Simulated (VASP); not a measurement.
# MnO2 (R-3m) in VASP: relaxation of cell and atoms with PBE+D3(BJ)+U

Aim: the relaxation of cell and atoms of MnO2 with PBE+D3(BJ)+U.

All numbers are computed with VASP 6.6.1; they aren't measurements. Logs are shortened: lines on timing, memory, paths and dates and some standing lists are left out, and cuts for length are marked.

**1. The cell of the first run**

Symmetry: R-3m, No. 166, trigonal system. The conventional cell has a = 2.857 Å, b = 2.857 Å, c = 13.752 Å, α = 90.00°, β = 90.00°, γ = 120.00°. Within 2.5 Å of Mn (site symmetry -3m) lie 6 O at 1.90 Å. O (site symmetry 3m) has 3 Mn at 1.90 Å and 3 O at 2.51 Å within 2.6 Å.

**2. Relaxation of cell and atoms, PBE+D3(BJ)+U, collinear spin, ferromagnetic start**

INCAR reads:

```
  PREC = Accurate
  ENCUT = 600
  EDIFF = 1E-7
  ISMEAR = 0
  SIGMA = 0.1
  LREAL = False
  LASPH = True
  NELM = 150
  ALGO = Normal
  ISIF = 3
  LWAVE = False
  LCHARG = False
  ISPIN = 2
  MAGMOM = 3.03 0 0
  LORBIT = 11
  LMAXMIX = 4
  LDAU = True
  LDAUTYPE = 2
  LDAUL = 2 -1
  LDAUU = 3.9 0
  LDAUJ = 0 0
  LDAUPRINT = 1
  GGA = PE
  IVDW = 12
  IBRION = 2
  NSW = 100
  EDIFFG = -0.05
```

KPOINTS reads:

```
regular mesh
0
Gamma
  12 12 12
```

POSCAR reads:

```
MnO2
1.0
    1.4284348394      0.8247072390      4.5839315268
   -1.4284348394      0.8247072390      4.5839315268
    0.0000000000     -1.6494144781      4.5839315268
Mn O
1 2
Direct
    0.0000000000      0.0000000000      0.0000000000
    0.2643644900      0.2643644900      0.2643644900
    0.7356355100      0.7356355100      0.7356355100
```

Potentials or basis: VASP PAW PBE potentials, release 64 (Mn_pv, O).

Started as:

```sh
cat potpaw_PBE.64/Mn_pv/POTCAR potpaw_PBE.64/O/POTCAR > POTCAR
mpirun -np 1 vasp_std > vasp.out
```

OUTCAR:

```text
PREC = Accurate
   ENCUT = 600
   EDIFF = 1E-7
   ISMEAR = 0
   LREAL = False
   LASPH = True
   NELM = 150
   ISIF = 3
   ISPIN = 2
   LORBIT = 11
   GGA = PE
   IVDW = 12
   IBRION = 2
   NSW = 100
   EDIFFG = -0.05
 IVDW          = 12

 ion  position               nearest neighbor table
   1  0.000  0.000  0.000-   3 1.90   2 1.90   3 1.90   3 1.90   2 1.90   2 1.90
   2  0.264  0.264  0.264-   1 1.90   1 1.90   1 1.90
   3  0.736  0.736  0.736-   1 1.90   1 1.90   1 1.90

  LATTYP: Found a trigonal (rhomboedric) cell.
 ALAT       =     4.8716523237
 COS(alpha) =     0.8280515398

  Lattice vectors:

 A1 = (   1.4284348394,   0.8247072390,   4.5839315268)
 A2 = (  -1.4284348394,   0.8247072390,   4.5839315268)
 A3 = (   0.0000000000,  -1.6494144781,   4.5839315268)

Analysis of symmetry for initial positions (statically):
=====================================================================
 Subroutine PRICEL returns:
 Original cell was already a primitive cell.

 Routine SETGRP: Setting up the symmetry group for a
 trigonal (rhombohedral) supercell.

 Subroutine GETGRP returns: Found 12 space group operations
 (whereof 12 operations were pure point group operations)
 out of a pool of 12 trial point group operations.

The static configuration has the point symmetry D_3d.

Analysis of symmetry for dynamics (positions and initial velocities):
=====================================================================
 Subroutine PRICEL returns:
 Original cell was already a primitive cell.

 Routine SETGRP: Setting up the symmetry group for a
 trigonal (rhombohedral) supercell.

 Subroutine GETGRP returns: Found 12 space group operations
 (whereof 12 operations were pure point group operations)
 out of a pool of 12 trial point group operations.

The dynamic configuration has the point symmetry D_3d.

Analysis of structural, dynamic, and magnetic symmetry:
=====================================================================
 Subroutine PRICEL returns:
 Original cell was already a primitive cell.

 Routine SETGRP: Setting up the symmetry group for a
 trigonal (rhombohedral) supercell.

 Subroutine GETGRP returns: Found 12 space group operations
 (whereof 12 operations were pure point group operations)
 out of a pool of 12 trial point group operations.

The overall configuration has the point symmetry D_3d.

 Subroutine INISYM returns: Found 12 space group operations
 (whereof 12 operations are pure point group operations),
 and found     1 'primitive' translations

----------------------------------------------------------------------------------------

                                     Primitive cell

  volume of cell :      32.4003

  direct lattice vectors                    reciprocal lattice vectors
     1.428434839  0.824707239  4.583931527     0.350033468  0.202091917  0.072717782
    -1.428434839  0.824707239  4.583931527    -0.350033468  0.202091917  0.072717782
     0.000000000 -1.649414478  4.583931527     0.000000000 -0.404183833  0.072717782

  length of vectors
     4.871652324  4.871652324  4.871652324     0.410673163  0.410673163  0.410673163

  position of ions in fractional coordinates (direct lattice)
     0.000000000  0.000000000  0.000000000
     0.264364490  0.264364490  0.264364490
     0.735635510  0.735635510  0.735635510

  ion indices of the primitive-cell ions
   primitive index   ion index
                 1           1
                 2           2
[... 57 lines left out ...]
   total plane-waves  NPLWV =  64000
   dimension x,y,z NGX =    40 NGY =   40 NGZ =   40
   dimension x,y,z NGXF=    80 NGYF=   80 NGZF=   80
   ions per type =               1   2
   NGX,Y,Z   is equivalent  to a cutoff of  13.65, 13.65, 13.65 a.u.
   NGXF,Y,Z  is equivalent  to a cutoff of  27.30, 27.30, 27.30 a.u.
 SYSTEM =  unknown system
   PREC   = accura    normal or accurate (medium, high low for compatibility)
   ISTART =      0    job   : 0-new  1-cont  2-samecut
   ICHARG =      2    charge: 1-file 2-atom 10-const
   ISPIN  =      2    spin polarized calculation?
   LNONCOLLINEAR =      F non collinear calculations
   LSORBIT =      F    spin-orbit coupling
   LASPH  =      T    aspherical Exc in radial PAW
   ENCUT  =  600.0 eV  44.10 Ry    6.64 a.u.   9.73  9.73  9.73*2*pi/ulx,y,z
   NELM   =    150;   NELMIN=  2; NELMDL= -5     # of ELM steps
   EDIFF  = 0.1E-06   stopping-criterion for ELM
   LREAL  =      F    real-space projection
   EDIFFG = -.5E-01   stopping-criterion for IOM
   NSW    =    100    number of steps for IOM
   IBRION =      2    ionic relax: 0-MD 1-quasi-New 2-CG
   NFREE  =      1    steps in history (QN), initial steepest desc. (CG)
   ISIF   =      3    stress and relaxation
   ISYM   =      2    0-nonsym 1-usesym 2-fastsym
   POTIM  = 0.5000    time-step for ionic-motion
   TEBEG  =    0.0;   TEEND  =   0.0 temperature during run
   PSTRESS=    0.0 pullay stress
   NELECT =      25.0000    total number of electrons
   NUPDOWN=      -1.0000    fix difference up-down
   EMIN   =  10.00;   EMAX   =-10.00  energy-range for DOS
   EFERMI =   0.00;   METHOD = LEGACY
   ISMEAR =     0;   SIGMA  =   0.10  broadening in eV -4-tet -1-fermi 0-gaus
   EFERMI_NEDOS =   21; number of points for ismear=-14 and -15
   IALGO  =     38    algorithm
   IMIX   =      4    mixing-type and parameters
     AMIX     =   0.40;   BMIX     =  1.00
     AMIX_MAG =   1.60;   BMIX_MAG =  1.00
  volume/ion in A,a.u.               =      10.80        72.88
  Fermi-wavevector in a.u.,A,eV,Ry     =   1.501545  2.837508 30.676196  2.254637
  Thomas-Fermi vector in A             =   2.612902
   LORBIT       =     11    0 simple, 1 ext, 2 COOP (PROOUT), +10 PAW based schemes
 LDA+U is selected, type is set to LDAUTYPE =  2
   angular momentum for each species LDAUL =     2   -1
   U (eV)           for each species LDAUU =   3.9  0.0
   J (eV)           for each species LDAUJ =   0.0  0.0
   GGA     = PE    functional components
   LHFCALC =     F    Hartree Fock is set to
   AEXX    =    0.0000 exact exchange contribution
   IVDW    =    12    specifies the selected vdW correction
   LEPSILON=     F    determine dielectric tensor
   LRPA    =     F    only Hartree local field effects (RPA)
 conjugate gradient relaxation of ions
 spin polarized calculation
 Gauss-broadening in eV      SIGMA  =   0.10
  energy-cutoff  :      600.00
  volume of cell :       32.40
 maximum number of plane-waves:      1095
   NGX = 19   NGY = 19   NGZ = 19

--------------------------------------- Ionic step        1  -------------------------------------------

 number of electron      24.9999997 magnetization       3.0000048

 Free energy of the ion-electron system (eV)
  ---------------------------------------------------
  ext. energy  EPLUGINS =         0.00000000
  ---------------------------------------------------
  free energy    TOTEN  =       -21.17789322 eV

  energy without entropy =      -21.17789322  energy(sigma->0) =      -21.17789322

------------------------ aborting loop because EDIFF is reached ----------------------------------------

 Edisp (eV)   -0.40398

 E8    (eV) :    -0.1427
[... 149 lines left out ...]
  FREE ENERGIE OF THE ION-ELECTRON SYSTEM (eV)
  ---------------------------------------------------
  free  energy   TOTEN  =       -21.6221176133 eV

  energy  without entropy=      -21.6221176132  energy(sigma->0) =      -21.62211761

atom =   1  type =  1  l = 2

 onsite density matrix

spin component  1

  0.7923  0.0000 -0.0000 -0.1994 -0.0000
  0.0000  0.7297 -0.0000 -0.0000 -0.1994
 -0.0000 -0.0000  0.9615 -0.0000 -0.0000
 -0.1994 -0.0000 -0.0000  0.7297 -0.0000
 -0.0000 -0.1994 -0.0000 -0.0000  0.7923

spin component  2

  0.1852  0.0000  0.0000  0.1174 -0.0000
  0.0000  0.2034 -0.0000  0.0000  0.1174
  0.0000 -0.0000  0.0742  0.0000 -0.0000
  0.1174  0.0000  0.0000  0.2034 -0.0000
 -0.0000  0.1174 -0.0000 -0.0000  0.1852

 occupancies and eigenvectors

  o =  0.0742  v =  0.0000  0.0000  0.0000  0.0000  0.0000  0.0000  0.0000 -1.0000 -0.0000 -0.0000      0.0000  0.0000  0.0000  0.0000  0.0000  0.0000  0.0000  0.0000  0.0000  0.0000
  o =  0.0765  v =  0.0000  0.0000  0.0000  0.0000  0.0000  0.0000  0.6793  0.0000 -0.0000 -0.7339      0.0000  0.0000  0.0000  0.0000  0.0000  0.0000  0.0000  0.0000  0.0000  0.0000
  o =  0.0765  v =  0.0000  0.0000  0.0000  0.0000  0.0000 -0.7339  0.0000  0.0000  0.6793 -0.0000      0.0000  0.0000  0.0000  0.0000  0.0000  0.0000  0.0000  0.0000  0.0000  0.0000
  o =  0.3120  v =  0.0000  0.0000  0.0000  0.0000  0.0000  0.0000 -0.7339  0.0000 -0.0000 -0.6793      0.0000  0.0000  0.0000  0.0000  0.0000  0.0000  0.0000  0.0000  0.0000  0.0000
  o =  0.3120  v =  0.0000  0.0000  0.0000  0.0000  0.0000 -0.6793  0.0000 -0.0000 -0.7339  0.0000      0.0000  0.0000  0.0000  0.0000  0.0000  0.0000  0.0000  0.0000  0.0000  0.0000
  o =  0.5591  v = -0.0000  0.7600  0.0000 -0.0000  0.6499  0.0000  0.0000  0.0000  0.0000  0.0000      0.0000  0.0000  0.0000  0.0000  0.0000  0.0000  0.0000  0.0000  0.0000  0.0000
  o =  0.5591  v =  0.6499  0.0000  0.0000  0.7600  0.0000  0.0000  0.0000  0.0000  0.0000  0.0000      0.0000  0.0000  0.0000  0.0000  0.0000  0.0000  0.0000  0.0000  0.0000  0.0000
  o =  0.9615  v = -0.0000  0.0000 -1.0000  0.0000 -0.0000  0.0000  0.0000  0.0000  0.0000  0.0000      0.0000  0.0000  0.0000  0.0000  0.0000  0.0000  0.0000  0.0000  0.0000  0.0000
  o =  0.9629  v =  0.0000  0.6499  0.0000 -0.0000 -0.7600  0.0000  0.0000  0.0000  0.0000  0.0000      0.0000  0.0000  0.0000  0.0000  0.0000  0.0000  0.0000  0.0000  0.0000  0.0000
  o =  0.9629  v =  0.7600 -0.0000 -0.0000 -0.6499  0.0000  0.0000  0.0000  0.0000  0.0000  0.0000      0.0000  0.0000  0.0000  0.0000  0.0000  0.0000  0.0000  0.0000  0.0000  0.0000

--------------------------------------- Ionic step        5  -------------------------------------------

 number of electron      24.9999997 magnetization       2.9999998

 Free energy of the ion-electron system (eV)
  ---------------------------------------------------
  ext. energy  EPLUGINS =         0.00000000
  ---------------------------------------------------
  free energy    TOTEN  =       -21.23552615 eV

  energy without entropy =      -21.23552615  energy(sigma->0) =      -21.23552615

 E-fermi :   2.9510     XC(G=0): -10.6451

 val. band max:        2.3747449790   @ k =  -0.0833   0.0833   0.0833
 cond. band min:       4.0352592745   @ k =   0.5000   0.1667   0.1667
 fundamental gap:      1.6605142956
 Fermi energy:         2.9510048192

 spin component 1

 k-point     1 :       0.0000    0.0000    0.0000
  band No.  band energies     occupation
      1     -47.7918      1.00000
      2     -47.7901      1.00000
      3     -47.7901      1.00000
      4     -16.2251      1.00000
      5     -13.9871      1.00000
      6      -3.9047      1.00000
[... 1037 lines left out ...]
  FREE ENERGIE OF THE ION-ELECTRON SYSTEM (eV)
  ---------------------------------------------------
  free  energy   TOTEN  =       -21.6239877436 eV

  energy  without entropy=      -21.6239877436  energy(sigma->0) =      -21.62398774

 reached required accuracy - stopping structural energy minimisation

 total charge

# of ion       s       p       d       tot
------------------------------------------
    1        0.344   6.439   4.826  11.610
    2        1.579   3.407   0.000   4.986
    3        1.579   3.407   0.000   4.986
--------------------------------------------------
tot          3.503  13.253   4.826  21.582

 magnetization (x)

# of ion       s       p       d       tot
------------------------------------------
    1        0.032   0.042   3.151   3.225
    2        0.002  -0.123   0.000  -0.121
    3        0.002  -0.123   0.000  -0.121
--------------------------------------------------
tot          0.036  -0.204   3.151   2.982
```

Wall time 35 min (1 thread of Intel Xeon Platinum 8488C (Sapphire Rapids), shared host); peak memory 0.46 GiB.

What came out:

```yaml
Free_energy: -21.6240 eV
Relaxed_volume: 11.21 Å³/atom
Relaxed_cell: a = 4.896 Å, b = 4.896 Å, c = 4.896 Å, α = 34.53°, β = 34.53°, γ = 34.53°
Space_group_after_relaxing_to_0.1_Å: R-3m (No. 166)
Energy_gained_by_relaxing: 14.0 meV/atom
Ionic_steps: 5
Pressure_after_relaxing: 0.0 GPa
Largest_force_after_relaxing: 0.022 eV/Å
Band_gap_on_the_k_mesh: 1.66 eV (least direct gap 1.81 eV)
Net_moment: 3.00 μB per cell
Site_moments: Mn +3.23; O -0.12 μB
Valence_electrons_inside_the_program's_atomic_spheres: Mn 11.61; O 4.99
Dispersion_energy_per_atom: -0.129 eV
```

Forces in eV/Å, atoms in the order of the input:
```
Mn   0.000  0.000  0.000
O    0.000  0.000  0.022
O    0.000  0.000 -0.022
```

The path:
```csv
step,energy change (eV),largest force (eV/Å),pressure (GPa),volume (Å³)
1,0.0000,0.5701,8.64,32.40
2,0.0186,0.8212,-8.43,35.21
3,-0.0402,0.1142,-0.03,33.61
4,-0.0402,0.1018,0.13,33.59
5,-0.0421,0.0219,0.05,33.64
```

Final structure:
```cif
data_structure
_symmetry_space_group_name_H-M 'P 1'
_symmetry_Int_Tables_number 1
_cell_length_a 4.8960
_cell_length_b 4.8960
_cell_length_c 4.8960
_cell_angle_alpha 34.530
_cell_angle_beta 34.530
_cell_angle_gamma 34.530
_cell_volume 33.64
loop_
_atom_site_label
_atom_site_type_symbol
_atom_site_fract_x
_atom_site_fract_y
_atom_site_fract_z
_atom_site_occupancy
Mn1 Mn 0.00000 0.00000 0.00000 1
O1 O 0.26379 0.26379 0.26379 1
O2 O 0.73621 0.73621 0.73621 1
```

Eigenvalues of the final occupation matrices:
| site | spin | trace | eigenvalues |
| --- | --- | --- | --- |
| site 1 d | 1 | 4.01 | 0.56 0.56 0.96 0.96 0.96 |
| site 1 d | 2 | 0.85 | 0.07 0.08 0.08 0.31 0.31 |

Caveat: a cell with one magnetic atom can't hold antiferromagnetic order, which such compounds often take; the relaxation stopped at a loose force limit of 0.05 eV/Å, so its end isn't a converged minimum. A k mesh can miss the band edges.
